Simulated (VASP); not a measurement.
Here is a VASP 6.6.1 calculation.

The input INCAR:

```
SYSTEM = AgAs2
  ALGO = Normal
  EDIFF = 1E-7
  ENCUT = 520
  GGA = PE
  ISIF = 2
  ISMEAR = -5
  LASPH = .TRUE.
  LCHARG = .TRUE.
  LELF = .TRUE.
  LREAL = .FALSE.
  LVHAR = .TRUE.
  LWAVE = .FALSE.
  NBANDS = 18
  NELM = 100
  PREC = Accurate
  SIGMA = 0.1
```

KPOINTS

```
k-points
0
G
  12 12 16
  0 0 0
```

POSCAR

```
AgAs2
1.0
    4.9160430790      0.0000000000      0.0000000000
   -2.4580215395      4.2574181925      0.0000000000
    0.0000000000      0.0000000000      2.7928811337
Ag As
1 2
Direct
    0.0000000000      0.0000000000      0.0000000000
    0.3333333333      0.6666666667      0.5000000000
    0.6666666667      0.3333333333      0.5000000000
```

Potentials or basis: VASP PAW PBE potentials, release 64 (Ag, As).

Launch:

```sh
$ cat potpaw_PBE.64/Ag/POTCAR potpaw_PBE.64/As/POTCAR > POTCAR
$ mpirun -np 1 vasp_std > vasp.out
```

Q: What does it give for the band gap on the k mesh?

A: Zero (an odd number of electrons rules out a gap without spin polarisation).

Q: What does it give for the pressure?

A: 0.0 GPa.

Stress tensor (GPa, compression positive):
```
 0.03  0.00  0.00
 0.00  0.03  0.00
 0.00  0.00 -0.12
```

Caveat: an odd number of electrons without spin polarisation forces a metal; a magnetic or distorted state may lie lower; tetrahedron occupations give inexact forces and stress in metals.
